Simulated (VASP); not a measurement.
# ScAl3 (Pm-3m) in VASP: a series of runs, part 2 of 2

VASP 6.6.1. The steps go on from the part before.

## 3. Single point, r2SCAN

File POSCAR:

```
ScAl3
1.0
    4.0878065700      0.0000000000      0.0000000000
    0.0000000000      4.0878065700      0.0000000000
    0.0000000000      0.0000000000      4.0878065700
Sc Al
1 3
Direct
    0.0000000000      0.0000000000      0.0000000000
    0.5000000000      0.0000000000      0.5000000000
    0.0000000000      0.5000000000      0.5000000000
    0.5000000000      0.5000000000      0.0000000000
```

File INCAR.step1:

```
PREC     = Accurate       # precision mode
ENCUT    = 520            # plane-wave cutoff, eV
ISMEAR   = 0              # smearing method
SIGMA    = 0.05           # smearing width, eV
LREAL    = F              # projectors in reciprocal space
LASPH    = T              # aspherical terms in the spheres
NELM     = 60             # most SCF steps
NBANDS   = 18             # bands
GGA      = PE             # functional
ALGO     = Normal         # electronic algorithm
EDIFF    = 1E-4           # SCF threshold, eV
LWAVE    = T              # write WAVECAR
LCHARG   = F              # write CHGCAR
```

File INCAR.step2:

```
PREC     = Accurate       # precision mode
ENCUT    = 520            # plane-wave cutoff, eV
EDIFF    = 1E-7           # SCF threshold, eV
ISMEAR   = 0              # smearing method
SIGMA    = 0.05           # smearing width, eV
LREAL    = F              # projectors in reciprocal space
LASPH    = T              # aspherical terms in the spheres
NELM     = 60             # most SCF steps
ALGO     = Normal         # electronic algorithm
ISIF     = 2              # what is computed and relaxed
LWAVE    = F              # write WAVECAR
LCHARG   = T              # write CHGCAR
METAGGA  = R2SCAN         # meta-GGA
LMIXTAU  = T            
LELF     = T              # ELF
LVHAR    = T            
NBANDS   = 18             # bands
ISTART   = 1
```

File KPOINTS:

```
Automatic mesh
0
Gamma
  8 8 8
```

Potentials or basis: VASP PAW PBE potentials, release 64 (Sc_sv, Al).

Command:

```sh
$ cat potpaw_PBE.64/Sc_sv/POTCAR potpaw_PBE.64/Al/POTCAR > POTCAR
$ cp INCAR.step1 INCAR
$ mpirun -np 1 vasp_std > vasp.out
$ cp INCAR.step2 INCAR
$ mpirun -np 1 vasp_std > vasp.out
```

OUTCAR:

```text
PREC = Accurate
   ENCUT = 520
   EDIFF = 1E-7
   ISMEAR = 0
   LREAL = F
   LASPH = T
   NELM = 60
   ISIF = 2
   METAGGA = R2SCAN
   ISTART = 1

 ion  position               nearest neighbor table
   1  0.000  0.000  0.000-   2 2.89   3 2.89   4 2.89   2 2.89   3 2.89   3 2.89   4 2.89   3 2.89
                             2 2.89   4 2.89   2 2.89   4 2.89
   2  0.500  0.000  0.500-   1 2.89   3 2.89   4 2.89   1 2.89   4 2.89   3 2.89   4 2.89   4 2.89
                             1 2.89   3 2.89   1 2.89   3 2.89
   3  0.000  0.500  0.500-   1 2.89   2 2.89   4 2.89   1 2.89   4 2.89   1 2.89   2 2.89   1 2.89
                             2 2.89   4 2.89   4 2.89   2 2.89
   4  0.500  0.500  0.000-   1 2.89   2 2.89   3 2.89   2 2.89   3 2.89   1 2.89   2 2.89   2 2.89
                             1 2.89   3 2.89   3 2.89   1 2.89

  LATTYP: Found a simple cubic cell.
 ALAT       =     4.0878065700

  Lattice vectors:

 A1 = (   4.0878065700,   0.0000000000,   0.0000000000)
 A2 = (   0.0000000000,   4.0878065700,   0.0000000000)
 A3 = (   0.0000000000,   0.0000000000,   4.0878065700)

Analysis of symmetry for initial positions (statically):
=====================================================================
 Subroutine PRICEL returns:
 Original cell was already a primitive cell.

 Routine SETGRP: Setting up the symmetry group for a
 simple cubic supercell.

 Subroutine GETGRP returns: Found 48 space group operations
 (whereof 48 operations were pure point group operations)
 out of a pool of 48 trial point group operations.

The static configuration has the point symmetry O_h .

Analysis of symmetry for dynamics (positions and initial velocities):
=====================================================================
 Subroutine PRICEL returns:
 Original cell was already a primitive cell.

 Routine SETGRP: Setting up the symmetry group for a
 simple cubic supercell.

 Subroutine GETGRP returns: Found 48 space group operations
 (whereof 48 operations were pure point group operations)
 out of a pool of 48 trial point group operations.
[... 121 lines left out ...]
   EFERMI_NEDOS =   21; number of points for ismear=-14 and -15
   IALGO  =     38    algorithm
   IMIX   =      4    mixing-type and parameters
     AMIX     =   0.40;   BMIX     =  1.00
     AMIX_MAG =   1.60;   BMIX_MAG =  1.00
  volume/ion in A,a.u.               =      17.08       115.24
  Fermi-wavevector in a.u.,A,eV,Ry     =   1.087079  2.054282 16.078563  1.181741
  Thomas-Fermi vector in A             =   2.223230
   LORBIT       =      0    0 simple, 1 ext, 2 COOP (PROOUT), +10 PAW based schemes
   METAGGA = R2SCAN    functional components
   LHFCALC =     F    Hartree Fock is set to
   AEXX    =    0.0000 exact exchange contribution
   IVDW    =     0    specifies the selected vdW correction
   LEPSILON=     F    determine dielectric tensor
   LRPA    =     F    only Hartree local field effects (RPA)
 non-spin polarized calculation
 Gauss-broadening in eV      SIGMA  =   0.05
  energy-cutoff  :      520.00
  volume of cell :       68.31
 maximum number of plane-waves:      1856
   NGX = 15   NGY = 15   NGZ = 15

 number of electron      19.9999996 magnetization

 Free energy of the ion-electron system (eV)
  ---------------------------------------------------
  ext. energy  EPLUGINS =         0.00000000
  ---------------------------------------------------
  free energy    TOTEN  =       -33.51037198 eV

  energy without entropy =      -33.50794834  energy(sigma->0) =      -33.50916016

 E-fermi :   7.3301     XC(G=0): -11.1220

 val. band max:        7.3119366664   @ k =   0.2500   0.1250   0.1250
 cond. band min:       7.3447351799   @ k =   0.5000   0.2500   0.2500
 fundamental gap:      0.0327985135
 Fermi energy:         7.3301121250

 k-point     1 :       0.0000    0.0000    0.0000
  band No.  band energies     occupation
      1     -43.7549      2.00000
      2     -21.4939      2.00000
      3     -21.4939      2.00000
      4     -21.4939      2.00000
      5      -3.3362      2.00000
      6       4.5983      2.00000
[... 481 lines left out ...]
      5      -0.1772      2.00000
      6       0.9160      2.00000
[... 10 lines left out ...]
     17      12.2776      0.00000
     18      13.4447      0.00000

 [... further k-points ...]
[... 5 lines left out ...]
  --------------------------------------------------------------------------------------
  -------------------------------------------------------------------------------------
  Total       -0.0613570     -0.0613570     -0.0613570      0.0000000      0.0000000      0.0000000
  in kB       -1.4391420     -1.4391420     -1.4391420      0.0000000      0.0000000      0.0000000
  external PRESSURE =      -1.4391420 kB  Pullay stress =       0.0000000 kB

 VOLUME and BASIS-vectors are now :
 -----------------------------------------------------------------------------
  energy-cutoff  :      520.00
  volume of cell :       68.31
      direct lattice vectors                 reciprocal lattice vectors
     4.087806570  0.000000000  0.000000000     0.244629970  0.000000000  0.000000000
     0.000000000  4.087806570  0.000000000     0.000000000  0.244629970  0.000000000
     0.000000000  0.000000000  4.087806570     0.000000000  0.000000000  0.244629970

 POSITION                                       TOTAL-FORCE (eV/Angst)
 -----------------------------------------------------------------------------------
      0.00000      0.00000      0.00000         0.000000      0.000000      0.000000
      2.04390      0.00000      2.04390         0.000000      0.000000      0.000000
      0.00000      2.04390      2.04390         0.000000      0.000000      0.000000
      2.04390      2.04390      0.00000         0.000000      0.000000      0.000000
 -----------------------------------------------------------------------------------
    total drift:                               -0.000000     -0.000000      0.000000

  FREE ENERGIE OF THE ION-ELECTRON SYSTEM (eV)
  ---------------------------------------------------
  free  energy   TOTEN  =       -33.5103719785 eV

  energy  without entropy=      -33.5079483392  energy(sigma->0) =      -33.50916016
```

OSZICAR.step1:

```text
N       E                     dE             d eps       ncg     rms          rms(c)
DAV:   1     0.112429463111E+03    0.11243E+03   -0.81367E+03  1260   0.100E+03
DAV:   2    -0.150216764372E+02   -0.12745E+03   -0.12423E+03  1260   0.294E+02
DAV:   3    -0.201615377273E+02   -0.51399E+01   -0.49067E+01  1900   0.566E+01
DAV:   4    -0.202896772126E+02   -0.12814E+00   -0.12764E+00  1936   0.878E+00
DAV:   5    -0.202914777111E+02   -0.18005E-02   -0.18004E-02  1800   0.975E-01    0.890E+00
DAV:   6    -0.193662822384E+02    0.92520E+00   -0.35052E+00  1882   0.198E+01    0.310E+00
DAV:   7    -0.193196574768E+02    0.46625E-01   -0.11816E-01  1918   0.267E+00    0.190E+00
DAV:   8    -0.192956133619E+02    0.24044E-01   -0.48147E-02  1998   0.187E+00    0.320E-01
DAV:   9    -0.192953343301E+02    0.27903E-03   -0.10898E-02  1970   0.117E+00    0.204E-01
DAV:  10    -0.192948600888E+02    0.47424E-03   -0.17443E-03  1902   0.422E-01    0.502E-02
DAV:  11    -0.192948739161E+02   -0.13827E-04   -0.77149E-05   854   0.754E-02
   1 F= -.19294874E+02 E0= -.19293435E+02  d E =-.287817E-02
```

Run time: 4 min. Hardware: 1 thread of AMD EPYC 7R13 (Zen 3), shared host; peak memory 0.16 GiB.

What came out:

```
Free energy            : -33.5104 eV
Pressure               : -0.1 GPa
Band gap on the k mesh : zero (band 10 reaches 8.29 eV, above the bottom of band 11 at 4.04 eV)
```

Levels at points of the mesh, in eV from the Fermi level:
```tsv
k point	band 7	band 8	band 9	band 10	band 11	band 12	band 13	band 14
(0.00, 0.00, 0.00)	-2.73	-2.04	-2.04	-2.04	1.30	1.40	1.40	1.40
(0.50, 0.00, 0.00)	-1.87	-1.87	-1.60	0.96	0.96	1.16	1.32	1.78
(0.50, 0.50, 0.00)	-6.01	-4.71	-0.58	-0.58	1.17	1.50	2.31	2.78
(0.50, 0.50, 0.50)	-5.03	-4.85	-3.29	-3.29	-3.29	1.05	2.89	2.89
```

Caveat: the PAW data sets were made with another functional, which shifts forces and pressure a little.
